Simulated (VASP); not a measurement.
# Te2Mo in VASP: relaxation of cell and atoms with LDA

Aim: the relaxation of cell and atoms of Te2Mo with LDA.

Everything below comes from runs of VASP 6.6.1. Logs are shortened: lines on timing, memory, paths and dates and some standing lists are left out, and cuts for length are marked.

### 1 The cell of the first run

The cell holds a slab with vacuum, 9 atoms: a = 3.471 Å, b = 3.471 Å, c = 30.207 Å, α = 90.00°, β = 90.00°, γ = 120.00°.

### 2 Relaxation of cell and atoms, LDA

INCAR reads:

```
  PREC = Accurate
  ENCUT = 600
  EDIFF = 1E-6
  ISMEAR = 0
  SIGMA = 0.02
  LREAL = False
  LASPH = True
  NELM = 100
  ALGO = Normal
  ISIF = 3
  LWAVE = False
  LCHARG = False
  GGA = CA
  IBRION = 2
  NSW = 100
  EDIFFG = -0.005
```

KPOINTS reads:

```
regular mesh
0
Gamma
  12 12 1
```

POSCAR reads:

```
Te2Mo
1.0
    3.4709964535      0.0000000000      0.0000000000
   -1.7354982268      3.0059711052      0.0000000000
    0.0000000000      0.0000000000     30.2065229228
Te Mo
6 3
Direct
    0.0000000000      0.0000000000      0.9405159387
    0.3333333333      0.6666666667      0.7128928623
    0.3333333333      0.6666666667      0.1682535127
    0.3333333333      0.6666666667      0.8317464873
    0.3333333333      0.6666666667      0.2871071377
    0.0000000000      0.0000000000      0.0594840613
    0.0000000000      0.0000000000      0.7722228596
    0.0000000000      0.0000000000      0.2277771404
    0.3333333333      0.6666666667      0.0000000000
```

Potentials or basis: VASP PAW LDA potentials, release 64 (Te, Mo_sv).

On the command line:

```bash
$ cat potpaw_LDA.64/Te/POTCAR potpaw_LDA.64/Mo_sv/POTCAR > POTCAR
$ mpirun -np 1 vasp_std > vasp.out
```

OUTCAR:

```text
PREC = Accurate
   ENCUT = 600
   EDIFF = 1E-6
   ISMEAR = 0
   LREAL = False
   LASPH = True
   NELM = 100
   ISIF = 3
   GGA = CA
   IBRION = 2
   NSW = 100
   EDIFFG = -0.005

 ion  position               nearest neighbor table
   1  0.000  0.000  0.941-   9 2.69   9 2.69   9 2.69   6 3.59
   2  0.333  0.667  0.713-   7 2.69   7 2.69   7 2.69   4 3.59
   3  0.333  0.667  0.168-   8 2.69   8 2.69   8 2.69   5 3.59
   4  0.333  0.667  0.832-   7 2.69   7 2.69   7 2.69   2 3.59
   5  0.333  0.667  0.287-   8 2.69   8 2.69   8 2.69   3 3.59
   6  0.000  0.000  0.059-   9 2.69   9 2.69   9 2.69   1 3.59
   7  0.000  0.000  0.772-   2 2.69   2 2.69   2 2.69   4 2.69   4 2.69   4 2.69
   8  0.000  0.000  0.228-   5 2.69   5 2.69   5 2.69   3 2.69   3 2.69   3 2.69
   9  0.333  0.667  0.000-   1 2.69   6 2.69   1 2.69   6 2.69   1 2.69   6 2.69

  LATTYP: Found a hexagonal cell.
 ALAT       =     3.4709964535
 C/A-ratio  =     8.7025507884

  Lattice vectors:

 A1 = (   3.4709964535,   0.0000000000,   0.0000000000)
 A2 = (  -1.7354982268,   3.0059711052,   0.0000000000)
 A3 = (   0.0000000000,   0.0000000000,  30.2065229228)

Analysis of symmetry for initial positions (statically):
=====================================================================
 Subroutine PRICEL returns:
 Original cell was already a primitive cell.

 Routine SETGRP: Setting up the symmetry group for a
 hexagonal supercell.

 Subroutine GETGRP returns: Found 12 space group operations
 (whereof 12 operations were pure point group operations)
 out of a pool of 24 trial point group operations.

The static configuration has the point symmetry D_3h.

Analysis of symmetry for dynamics (positions and initial velocities):
=====================================================================
 Subroutine PRICEL returns:
 Original cell was already a primitive cell.

 Routine SETGRP: Setting up the symmetry group for a
 hexagonal supercell.

 Subroutine GETGRP returns: Found 12 space group operations
 (whereof 12 operations were pure point group operations)
 out of a pool of 24 trial point group operations.

The dynamic configuration has the point symmetry D_3h.

 Subroutine INISYM returns: Found 12 space group operations
 (whereof 12 operations are pure point group operations),
 and found     1 'primitive' translations

----------------------------------------------------------------------------------------

                                     Primitive cell

  volume of cell :     315.1663

  direct lattice vectors                    reciprocal lattice vectors
     3.470996454  0.000000000  0.000000000     0.288101706  0.166335598  0.000000000
    -1.735498227  3.005971105  0.000000000     0.000000000  0.332671195  0.000000000
     0.000000000  0.000000000 30.206522923     0.000000000  0.000000000  0.033105432

  length of vectors
     3.470996454  3.470996454 30.206522923     0.332671195  0.332671195  0.033105432

  position of ions in fractional coordinates (direct lattice)
     0.000000000  0.000000000  0.940515939
     0.333333333  0.666666667  0.712892862
     0.333333333  0.666666667  0.168253513
     0.333333333  0.666666667  0.831746487
     0.333333333  0.666666667  0.287107138
     0.000000000  0.000000000  0.059484061
     0.000000000  0.000000000  0.772222860
     0.000000000  0.000000000  0.227777140
     0.333333333  0.666666667  0.000000000

  ion indices of the primitive-cell ions
   primitive index   ion index
                 1           1
                 2           2
                 3           3
                 4           4
                 5           5
                 6           6
                 7           7
                 8           8
                 9           9

----------------------------------------------------------------------------------------

 KPOINTS: regular mesh

Automatic generation of k-mesh.
 Grid dimensions read from file:
 generate k-points for:   12   12    1

 Generating k-lattice:

  Cartesian coordinates                     Fractional coordinates (reciprocal lattice)
     0.024008476  0.013861300  0.000000000     0.083333333  0.000000000  0.000000000
     0.000000000  0.027722600  0.000000000     0.000000000  0.083333333  0.000000000
     0.000000000  0.000000000  0.033105432     0.000000000  0.000000000  1.000000000

  Length of vectors
     0.027722600  0.027722600  0.033105432

  Shift w.r.t. Gamma in fractional coordinates (k-lattice)
     0.000000000  0.000000000  0.000000000

 Subroutine IBZKPT returns following result:
 ===========================================

 Found     19 irreducible k-points:

 Following reciprocal coordinates:
            Coordinates               Weight
  0.000000  0.000000  0.000000      1.000000
  0.083333 -0.000000  0.000000      6.000000
  0.166667 -0.000000  0.000000      6.000000
  0.250000 -0.000000  0.000000      6.000000
  0.333333 -0.000000  0.000000      6.000000
  0.416667 -0.000000  0.000000      6.000000
[... 11 lines left out ...]
  0.333333  0.250000  0.000000     12.000000
  0.333333  0.333333  0.000000      2.000000
   k-points           NKPTS =     19   k-points in BZ     NKDIM =     19   number of bands    NBANDS=     46
   number of dos      NEDOS =    301   number of ions     NIONS =      9
   total plane-waves  NPLWV = 196000
   dimension x,y,z NGX =    28 NGY =   28 NGZ =  250
   dimension x,y,z NGXF=    56 NGYF=   56 NGZF=  500
   ions per type =               6   3
   NGX,Y,Z   is equivalent  to a cutoff of  13.41, 13.41, 13.76 a.u.
   NGXF,Y,Z  is equivalent  to a cutoff of  26.82, 26.82, 27.52 a.u.
 SYSTEM =  unknown system
   PREC   = accura    normal or accurate (medium, high low for compatibility)
   ISTART =      0    job   : 0-new  1-cont  2-samecut
   ICHARG =      2    charge: 1-file 2-atom 10-const
   ISPIN  =      1    spin polarized calculation?
   LNONCOLLINEAR =      F non collinear calculations
   LSORBIT =      F    spin-orbit coupling
   LASPH  =      T    aspherical Exc in radial PAW
   ENCUT  =  600.0 eV  44.10 Ry    6.64 a.u.   6.93  6.93 60.33*2*pi/ulx,y,z
   NELM   =    100;   NELMIN=  2; NELMDL= -5     # of ELM steps
   EDIFF  = 0.1E-05   stopping-criterion for ELM
   LREAL  =      F    real-space projection
   EDIFFG = -.5E-02   stopping-criterion for IOM
   NSW    =    100    number of steps for IOM
   IBRION =      2    ionic relax: 0-MD 1-quasi-New 2-CG
   NFREE  =      1    steps in history (QN), initial steepest desc. (CG)
   ISIF   =      3    stress and relaxation
   ISYM   =      2    0-nonsym 1-usesym 2-fastsym
   POTIM  = 0.5000    time-step for ionic-motion
   TEBEG  =    0.0;   TEEND  =   0.0 temperature during run
   PSTRESS=    0.0 pullay stress
   NELECT =      78.0000    total number of electrons
   NUPDOWN=      -1.0000    fix difference up-down
   EMIN   =  10.00;   EMAX   =-10.00  energy-range for DOS
   EFERMI =   0.00;   METHOD = LEGACY
   ISMEAR =     0;   SIGMA  =   0.02  broadening in eV -4-tet -1-fermi 0-gaus
   EFERMI_NEDOS =   21; number of points for ismear=-14 and -15
   IALGO  =     38    algorithm
   IMIX   =      4    mixing-type and parameters
     AMIX     =   0.40;   BMIX     =  1.00
     AMIX_MAG =   1.60;   BMIX_MAG =  1.00
  volume/ion in A,a.u.               =      35.02       236.32
  Fermi-wavevector in a.u.,A,eV,Ry     =   1.027842  1.942340 14.374007  1.056460
  Thomas-Fermi vector in A             =   2.161808
   LORBIT       =      0    0 simple, 1 ext, 2 COOP (PROOUT), +10 PAW based schemes
   GGA     = CA    functional components
   LHFCALC =     F    Hartree Fock is set to
   AEXX    =    0.0000 exact exchange contribution
   IVDW    =     0    specifies the selected vdW correction
   LEPSILON=     F    determine dielectric tensor
   LRPA    =     F    only Hartree local field effects (RPA)
 conjugate gradient relaxation of ions
 non-spin polarized calculation
 Gauss-broadening in eV      SIGMA  =   0.02
  energy-cutoff  :      600.00
  volume of cell :      315.17
 maximum number of plane-waves:     10555
 NGX is ok and might be reduce to    28
   NGX = 13   NGY = 13   NGZ =121

--------------------------------------- Ionic step        1  -------------------------------------------

 number of electron      78.0000001 magnetization

 Free energy of the ion-electron system (eV)
  ---------------------------------------------------
  ext. energy  EPLUGINS =         0.00000000
  ---------------------------------------------------
  free energy    TOTEN  =       -61.73828054 eV

  energy without entropy =      -61.73828054  energy(sigma->0) =      -61.73828054

------------------------ aborting loop because EDIFF is reached ----------------------------------------

  FORCE on cell =-STRESS in cart. coord.  units (eV):
  Direction    XX          YY          ZZ          XY          YZ          ZX
  --------------------------------------------------------------------------------------
  -------------------------------------------------------------------------------------
  Total        0.2934745      0.2934745      0.5401208     -0.0000000      0.0000000      0.0000000
  in kB        1.4919051      1.4919051      2.7457548     -0.0000000      0.0000000      0.0000000
  external PRESSURE =       1.9098550 kB  Pullay stress =       0.0000000 kB
[... 243 lines left out ...]
  energy  without entropy=      -61.7388653328  energy(sigma->0) =      -61.73886533

--------------------------------------- Ionic step        7  -------------------------------------------

 number of electron      78.0000000 magnetization

 Free energy of the ion-electron system (eV)
  ---------------------------------------------------
  ext. energy  EPLUGINS =         0.00000000
  ---------------------------------------------------
  free energy    TOTEN  =       -61.73888408 eV

  energy without entropy =      -61.73888408  energy(sigma->0) =      -61.73888408

 E-fermi :   4.5206     XC(G=0):  -7.7886

 val. band max:        4.2621185260   @ k =   0.0000   0.0000   0.0000
 cond. band min:       5.0851673792   @ k =   0.2500   0.1667   0.0000
 fundamental gap:      0.8230488533
 Fermi energy:         4.5205957854

 k-point     1 :       0.0000    0.0000    0.0000
  band No.  band energies     occupation
      1     -56.1572      2.00000
      2     -56.1526      2.00000
      3     -56.1526      2.00000
      4     -30.5463      2.00000
      5     -30.5441      2.00000
      6     -30.5441      2.00000
[... 956 lines left out ...]
  FREE ENERGIE OF THE ION-ELECTRON SYSTEM (eV)
  ---------------------------------------------------
  free  energy   TOTEN  =       -61.7388840795 eV

  energy  without entropy=      -61.7388840795  energy(sigma->0) =      -61.73888408

 reached required accuracy - stopping structural energy minimisation
```

It took 47 min on 1 thread of Oxide Virtual Turin-like, shared host; peak memory 0.49 GiB.

Results:

| Quantity | Value |
| --- | --- |
| Free energy | -61.7389 eV |
| Relaxed cell | a = 3.472 Å, b = 3.472 Å, c = 30.236 Å, α = 90.00°, β = 90.00°, γ = 120.00° |
| Space group after relaxing (to 0.1 Å) | P-6m2 (No. 187) |
| Energy gained by relaxing | 0.1 meV/atom |
| Ionic steps | 7 |
| Largest force after relaxing | 0.004 eV/Å |
| Band gap on the k mesh | 0.82 eV (least direct gap 1.15 eV) |

Forces on the atoms (eV/Å):
```
Te   0.000  0.000 -0.004
Te   0.000  0.000 -0.003
Te   0.000  0.000 -0.004
Te   0.000  0.000  0.004
Te   0.000  0.000  0.003
Te   0.000  0.000  0.004
Mo   0.000  0.000  0.001
Mo   0.000  0.000 -0.001
Mo   0.000  0.000  0.000
```

The path:
```
step  energy change (eV)  largest force (eV/Å)  pressure (GPa)  volume (Å³)
   1              0.0000                0.0571            0.19       315.17
   2              0.0016                0.0898           -0.39       317.07
   3             -0.0006                0.0099           -0.01       315.80
   4             -0.0006                0.0086            0.00       315.82
   5              0.0000                0.0422           -0.20       316.45
   6             -0.0006                0.0074           -0.02       315.84
   7             -0.0006                0.0038           -0.02       315.74
```

Final structure:
```
Te Mo
1.0
     3.47244    0.00000    0.00000
    -1.73622    3.00722    0.00000
     0.00000    0.00000   30.23647
Te Mo
6 3
Cartesian
  1.7362 3.0072 28.4365
  0.0000 2.0048 21.5541
  0.0000 2.0048 5.0860
  0.0000 2.0048 25.1504
  0.0000 2.0048 8.6824
  3.4724 0.0000 1.8000
  3.4724 0.0000 23.3493
  3.4724 0.0000 6.8872
  0.0000 2.0048 0.0000
```

Caveat: there is no dipole correction, which matters where the two faces differ; spin-orbit coupling is left out, which moves the levels of the heavy elements.
